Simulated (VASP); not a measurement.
## TiC: relaxation of cell and atoms with PBE

TiC:

```
Ti C
1.0
     0.00000    2.16646    2.16646
     2.16646    0.00000    2.16646
     2.16646    2.16646    0.00000
Ti C
1 1
Direct
  0.00136 0.00142 0.00314
  0.49864 0.49858 0.49686
```

* Program: VASP 6.6.1
* Task: relaxation of cell and atoms
* Functional: PBE
* Potentials or basis: VASP PAW PBE potentials, release 64 (Ti_sv, C)
* Cutoff: 600 eV
* k mesh: 14 × 14 × 14
* Occupations: gaussian, width 0.15 eV
* Spin: no spin polarisation
* Dipole correction: no
* Further INCAR settings: ALGO = Normal; EDIFF = 1e-06; IBRION = 2; EDIFFG = -0.01; NSW = 100; ISIF = 3

```
Relaxed volume                        : 10.17 Å³/atom
Relaxed cell                          : a = 3.064 Å, b = 3.064 Å, c = 3.064 Å, α = 60.01°, β = 60.01°, γ = 60.02°
Space group after relaxing (to 0.1 Å) : Fm-3m (No. 225)
Energy gained by relaxing             : 2.1 meV/atom
Ionic steps                           : 5
Pressure after relaxing               : 0.0 GPa
Band gap on the k mesh                : zero (bands 8 and 9 overlap by 1.10 eV)
```

Stress tensor (GPa, compression positive):
```
-0.03  0.05  0.03
 0.05 -0.02  0.03
 0.03  0.03  0.01
```

The path:
```tsv
step	energy change (eV)	largest force (eV/Å)	pressure (GPa)	volume (Å³)
1	0.0000	0.2824	0.21	20.34
2	-0.0042	0.0280	-0.33	20.38
3	-0.0042	0.0039	-0.39	20.38
4	-0.0042	0.0065	0.49	20.31
5	-0.0043	0.0009	-0.01	20.35
```

Final structure:
```
Ti C
1.0
    -0.00057    2.16663    2.16642
     2.16664   -0.00057    2.16641
     2.16650    2.16649   -0.00043
Ti C
1 1
Direct
  0.00000 0.00000 0.99999
  0.50000 0.50000 0.50001
```

Levels at points of the mesh, in eV from the Fermi level:
| k point | band 6 | band 7 | band 8 | band 9 | band 10 | band 11 |
| --- | --- | --- | --- | --- | --- | --- |
| (0.00, 0.00, 0.00) | 0.70 | 0.70 | 0.70 | 1.68 | 1.68 | 1.69 |
| (0.50, 0.00, 0.00) | -5.82 | -2.88 | -2.88 | 2.91 | 2.92 | 4.10 |
| (0.00, 0.50, 0.00) | -5.82 | -2.88 | -2.88 | 2.91 | 2.92 | 4.10 |
| (0.00, 0.00, 0.50) | -5.82 | -2.88 | -2.88 | 2.92 | 2.92 | 4.10 |
| (0.50, 0.50, 0.50) | -5.82 | -2.88 | -2.88 | 2.92 | 2.92 | 4.10 |
| (0.50, 0.50, 0.00) | -3.42 | -1.60 | -0.03 | -0.03 | 2.71 | 3.51 |
| (0.00, 0.50, 0.50) | -3.42 | -1.60 | -0.03 | -0.03 | 2.71 | 3.51 |
| (0.50, 0.00, 0.50) | -3.42 | -1.60 | -0.03 | -0.03 | 2.71 | 3.51 |

Wall time 6 min on 1 thread of Intel(R) Xeon(R) 6975P-C (Granite Rapids), with other jobs on the host, peak memory 0.56 GiB.
